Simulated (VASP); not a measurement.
# C (P6_3/mmc) in VASP: notebook

The runs below take C through single point, with PBEsol+D3(BJ).

Program: VASP 6.6.1. These are calculated values, not measurements. Logs are shortened: lines on timing, memory, paths and dates and some standing lists are left out, and cuts for length are marked.

**1. The cell of the first run**

Symmetry: P6_3/mmc, No. 194, hexagonal system. Conventional cell: a = 2.361 Å, b = 2.361 Å, c = 6.961 Å, α = 90.00°, β = 90.00°, γ = 120.00°. Within 1.8 Å of C (site symmetry -6m2) lie 3 C at 1.36 Å. Within 1.8 Å of C (site symmetry -6m2) lie 3 C at 1.36 Å.

**2. Single point, PBEsol+D3(BJ) (volume 8.401 Å^3 an atom, c/a of the conventional cell 2.9481)**

INCAR reads:

```
PREC = Accurate ; ENCUT = 520
EDIFF = 1E-7 ; ISMEAR = 0
SIGMA = 0.15 ; LREAL = F
LASPH = T ; NELM = 60
ALGO = Normal ; ISIF = 2
LWAVE = F ; LCHARG = T
GGA = PS ; IVDW = 12
LELF = T ; LVHAR = T
NBANDS = 16
```

KPOINTS reads:

```
Automatic mesh
0
Gamma
  21 21 8
```

POSCAR reads:

```
C
1.0
    2.3610546770      0.0000000000      0.0000000000
   -1.1805273385      2.0447333300      0.0000000000
    0.0000000000      0.0000000000      6.9606252931
C
4
Direct
    0.0000000000      0.0000000000      0.0025000000
    0.0000000000      0.0000000000      0.5025000000
    0.3333333333      0.6666666667      0.0025000000
    0.6666666667      0.3333333333      0.5025000000
```

Potentials or basis: VASP PAW PBE potentials, release 64 (C).

Started as:

```console
$ cat potpaw_PBE.64/C/POTCAR > POTCAR
$ mpirun -np 1 vasp_std > vasp.out
```

OUTCAR:

```text
PREC = Accurate
   ENCUT = 520
   EDIFF = 1E-7
   ISMEAR = 0
   LREAL = F
   LASPH = T
   NELM = 60
   ISIF = 2
   GGA = PS
   IVDW = 12
 IVDW          = 12

 ion  position               nearest neighbor table
   1  0.000  0.000  0.002-   3 1.36   3 1.36   3 1.36
   2  0.000  0.000  0.502-   4 1.36   4 1.36   4 1.36
   3  0.333  0.667  0.002-   1 1.36   1 1.36   1 1.36
   4  0.667  0.333  0.502-   2 1.36   2 1.36   2 1.36

  LATTYP: Found a hexagonal cell.
 ALAT       =     2.3610546770
 C/A-ratio  =     2.9480999999

  Lattice vectors:

 A1 = (   2.3610546770,   0.0000000000,   0.0000000000)
 A2 = (  -1.1805273385,   2.0447333300,   0.0000000000)
 A3 = (   0.0000000000,   0.0000000000,   6.9606252931)

Analysis of symmetry for initial positions (statically):
=====================================================================
 Subroutine PRICEL returns:
 Original cell was already a primitive cell.

 Routine SETGRP: Setting up the symmetry group for a
 hexagonal supercell.

 Subroutine GETGRP returns: Found 24 space group operations
 (whereof  6 operations were pure point group operations)
 out of a pool of 24 trial point group operations.

The static configuration has the point symmetry C_3v.
 The point group associated with its full space group is D_6h.

Analysis of symmetry for dynamics (positions and initial velocities):
=====================================================================
 Subroutine PRICEL returns:
 Original cell was already a primitive cell.

 Routine SETGRP: Setting up the symmetry group for a
 hexagonal supercell.

 Subroutine GETGRP returns: Found 24 space group operations
 (whereof  6 operations were pure point group operations)
 out of a pool of 24 trial point group operations.

The dynamic configuration has the point symmetry C_3v.
 The point group associated with its full space group is D_6h.

 Subroutine INISYM returns: Found 24 space group operations
 (whereof  6 operations are pure point group operations),
 and found     1 'primitive' translations

----------------------------------------------------------------------------------------

                                     Primitive cell

  volume of cell :      33.6040

  direct lattice vectors                    reciprocal lattice vectors
     2.361054677  0.000000000  0.000000000     0.423539535  0.244530665  0.000000000
    -1.180527338  2.044733330  0.000000000     0.000000000  0.489061329  0.000000000
     0.000000000  0.000000000  6.960625293     0.000000000  0.000000000  0.143665254

  length of vectors
     2.361054677  2.361054677  6.960625293     0.489061329  0.489061329  0.143665254

  position of ions in fractional coordinates (direct lattice)
     0.000000000  0.000000000  0.002500000
     0.000000000  0.000000000  0.502500000
     0.333333333  0.666666667  0.002500000
     0.666666667  0.333333333  0.502500000

  ion indices of the primitive-cell ions
   primitive index   ion index
                 1           1
                 2           2
                 3           3
                 4           4

----------------------------------------------------------------------------------------

 KPOINTS: Automatic mesh

Automatic generation of k-mesh.
 Grid dimensions read from file:
 generate k-points for:   21   21    8

 Generating k-lattice:

  Cartesian coordinates                     Fractional coordinates (reciprocal lattice)
     0.020168549  0.011644317  0.000000000     0.047619048 -0.000000000  0.000000000
     0.000000000  0.023288635  0.000000000     0.000000000  0.047619048  0.000000000
     0.000000000  0.000000000  0.017958157     0.000000000  0.000000000  0.125000000

  Length of vectors
     0.023288635  0.023288635  0.017958157

  Shift w.r.t. Gamma in fractional coordinates (k-lattice)
     0.000000000  0.000000000  0.000000000

 Subroutine IBZKPT returns following result:
 ===========================================

 Found    240 irreducible k-points:

 Following reciprocal coordinates:
            Coordinates               Weight
  0.000000  0.000000  0.000000      1.000000
  0.047619 -0.000000  0.000000      6.000000
  0.095238  0.000000  0.000000      6.000000
  0.142857 -0.000000  0.000000      6.000000
  0.190476  0.000000  0.000000      6.000000
  0.238095 -0.000000  0.000000      6.000000
[... 16 lines left out ...]
  0.142857  0.095238  0.000000     12.000000
  0.190476  0.095238  0.000000     12.000000
 [... further k-points ...]
   k-points           NKPTS =    240   k-points in BZ     NKDIM =    240   number of bands    NBANDS=     16
   number of dos      NEDOS =    301   number of ions     NIONS =      4
   total plane-waves  NPLWV =  17496
   dimension x,y,z NGX =    18 NGY =   18 NGZ =   54
   dimension x,y,z NGXF=    36 NGYF=   36 NGZF=  108
   ions per type =               4
   NGX,Y,Z   is equivalent  to a cutoff of  12.67, 12.67, 12.90 a.u.
   NGXF,Y,Z  is equivalent  to a cutoff of  25.35, 25.35, 25.79 a.u.
 SYSTEM =  unknown system
   PREC   = accura    normal or accurate (medium, high low for compatibility)
   ISTART =      0    job   : 0-new  1-cont  2-samecut
   ICHARG =      2    charge: 1-file 2-atom 10-const
   ISPIN  =      1    spin polarized calculation?
   LNONCOLLINEAR =      F non collinear calculations
   LSORBIT =      F    spin-orbit coupling
   LASPH  =      T    aspherical Exc in radial PAW
   ENCUT  =  520.0 eV  38.22 Ry    6.18 a.u.   4.39  4.39 12.94*2*pi/ulx,y,z
   NELM   =     60;   NELMIN=  2; NELMDL= -5     # of ELM steps
   EDIFF  = 0.1E-06   stopping-criterion for ELM
   LREAL  =      F    real-space projection
   EDIFFG = 0.1E-05   stopping-criterion for IOM
   NSW    =      0    number of steps for IOM
   IBRION =     -1    ionic relax: 0-MD 1-quasi-New 2-CG
   NFREE  =      0    steps in history (QN), initial steepest desc. (CG)
   ISIF   =      2    stress and relaxation
   ISYM   =      2    0-nonsym 1-usesym 2-fastsym
   POTIM  = 0.5000    time-step for ionic-motion
   TEBEG  =    0.0;   TEEND  =   0.0 temperature during run
   PSTRESS=    0.0 pullay stress
   NELECT =      16.0000    total number of electrons
   NUPDOWN=      -1.0000    fix difference up-down
   EMIN   =  10.00;   EMAX   =-10.00  energy-range for DOS
   EFERMI =   0.00;   METHOD = LEGACY
   ISMEAR =     0;   SIGMA  =   0.15  broadening in eV -4-tet -1-fermi 0-gaus
   EFERMI_NEDOS =   21; number of points for ismear=-14 and -15
   IALGO  =     38    algorithm
   IMIX   =      4    mixing-type and parameters
     AMIX     =   0.40;   BMIX     =  1.00
     AMIX_MAG =   1.60;   BMIX_MAG =  1.00
  volume/ion in A,a.u.               =       8.40        56.69
  Fermi-wavevector in a.u.,A,eV,Ry     =   1.278354  2.415739 22.234494  1.634189
  Thomas-Fermi vector in A             =   2.410902
   LORBIT       =      0    0 simple, 1 ext, 2 COOP (PROOUT), +10 PAW based schemes
   GGA     = PS    functional components
   LHFCALC =     F    Hartree Fock is set to
   AEXX    =    0.0000 exact exchange contribution
   IVDW    =    12    specifies the selected vdW correction
   LEPSILON=     F    determine dielectric tensor
   LRPA    =     F    only Hartree local field effects (RPA)
 non-spin polarized calculation
 Gauss-broadening in eV      SIGMA  =   0.15
  energy-cutoff  :      520.00
  volume of cell :       33.60
 maximum number of plane-waves:       943
 NGX is ok and might be reduce to    18
   NGX =  9   NGY =  9   NGZ = 25

 number of electron      16.0000005 magnetization

 Free energy of the ion-electron system (eV)
  ---------------------------------------------------
  ext. energy  EPLUGINS =         0.00000000
  ---------------------------------------------------
  free energy    TOTEN  =       -38.07239589 eV

  energy without entropy =      -38.07149964  energy(sigma->0) =      -38.07194776

 E-fermi :   5.0630     XC(G=0): -10.5380

 val. band max:        5.0614436262   @ k =   0.3333   0.3333   0.5000
 cond. band min:       5.0630046117   @ k =   0.3333   0.3333   0.2500
 fundamental gap:      0.0015609855
 Fermi energy:         5.0629765519

 k-point     1 :       0.0000    0.0000    0.0000
  band No.  band energies     occupation
      1     -15.5681      2.00000
      2     -15.3515      2.00000
      3      -4.2382      2.00000
      4      -2.6567      2.00000
      5       2.1594      2.00000
      6       2.1594      2.00000
[... 8 lines left out ...]
     15      18.1314      0.00000
     16      18.2749      0.00000

 k-point     2 :       0.0476   -0.0000    0.0000
  band No.  band energies     occupation
      1     -15.5100      2.00000
      2     -15.2941      2.00000
      3      -4.1655      2.00000
      4      -2.5873      2.00000
      5       1.9257      2.00000
      6       1.9390      2.00000
[... 8 lines left out ...]
     15      17.8996      0.00000
     16      18.0540      0.00000

 k-point     3 :       0.0952    0.0000    0.0000
  band No.  band energies     occupation
      1     -15.3356      2.00000
      2     -15.1221      2.00000
      3      -3.9478      2.00000
      4      -2.3797      2.00000
      5       1.2683      2.00000
      6       1.2898      2.00000
[... 8 lines left out ...]
     15      17.2314      0.00000
     16      17.4217      0.00000

 k-point     4 :       0.1429   -0.0000    0.0000
  band No.  band energies     occupation
      1     -15.0457      2.00000
      2     -14.8361      2.00000
      3      -3.5866      2.00000
      4      -2.0359      2.00000
      5       0.2896      2.00000
      6       0.3220      2.00000
[... 8 lines left out ...]
     15      16.4668      0.00000
     16      16.4730      0.00000
[... 324 lines left out ...]
 k-point    22 :       0.0952    0.0952    0.0000
  band No.  band energies     occupation
      1     -14.8720      2.00000
      2     -14.6649      2.00000
      3      -3.3708      2.00000
      4      -1.8308      2.00000
      5      -0.0513      2.00000
      6      -0.0310      2.00000
[... 8 lines left out ...]
     15      16.6062      0.00000
     16      16.6479      0.00000

 k-point    23 :       0.1429    0.0952    0.0000
  band No.  band energies     occupation
      1     -14.4681      2.00000
      2     -14.2665      2.00000
      3      -2.8703      2.00000
      4      -1.3567      2.00000
      5      -1.0528      2.00000
      6      -1.0198      2.00000
[... 8 lines left out ...]
     15      17.5511      0.00000
     16      17.6191      0.00000

 k-point    24 :       0.1905    0.0952    0.0000
  band No.  band energies     occupation
      1     -13.9513      2.00000
      2     -13.7568      2.00000
      3      -2.2381      2.00000
      4      -2.2339      2.00000
      5      -2.1869      2.00000
      6      -0.7571      2.00000
[... 8 lines left out ...]
     15      18.6966      0.00000
     16      18.8535      0.00000

 [... further k-points ...]

------------------------ aborting loop because EDIFF is reached ----------------------------------------

 Edisp (eV)   -0.40469

 E8    (eV) :    -0.1967

  FORCE on cell =-STRESS in cart. coord.  units (eV):
  Direction    XX          YY          ZZ          XY          YZ          ZX
  --------------------------------------------------------------------------------------
  -------------------------------------------------------------------------------------
  Total      13.02416    13.02416    -0.34679    -0.00000    -0.00000    -0.00000
  in kB     620.96822   620.96822   -16.53424    -0.00000    -0.00000    -0.00000
  external pressure =      408.47 kB  Pullay stress =        0.00 kB

 VOLUME and BASIS-vectors are now :
 -----------------------------------------------------------------------------
  energy-cutoff  :      520.00
  volume of cell :       33.60
      direct lattice vectors                 reciprocal lattice vectors
     2.361054677  0.000000000  0.000000000     0.423539535  0.244530665  0.000000000
    -1.180527338  2.044733330  0.000000000     0.000000000  0.489061329  0.000000000
     0.000000000  0.000000000  6.960625293     0.000000000  0.000000000  0.143665254

 POSITION                                       TOTAL-FORCE (eV/Angst)
 -----------------------------------------------------------------------------------
      0.00000      0.00000      0.01740        -0.000000      0.000000     -0.000000
      0.00000      0.00000      3.49771         0.000000     -0.000000      0.000000
     -0.00000      1.36316      0.01740        -0.000000     -0.000000      0.000000
      1.18053      0.68158      3.49771         0.000000      0.000000     -0.000000
 -----------------------------------------------------------------------------------
    total drift:                                0.000000      0.000000     -0.000010

  FREE ENERGIE OF THE ION-ELECTRON SYSTEM (eV)
  ---------------------------------------------------
  free  energy   TOTEN  =       -38.4770826930 eV

  energy  without entropy=      -38.4761864407  energy(sigma->0) =      -38.47663457
```

It took 66 s on 1 thread of Intel Xeon 6975P-C (Granite Rapids), shared host; peak memory 0.2 GiB.

Results:

```yaml
Free_energy: -38.4771 eV
Pressure: 40.8 GPa
Band_gap_on_the_k_mesh: zero (band 8 reaches 5.07 eV, above the bottom of band 9 at 5.05 eV)
Dispersion_energy_per_atom: -0.101 eV
```

Caveat: the PAW data sets were made with another functional, which shifts forces and pressure a little.

(Continued in part 2 of 2.)
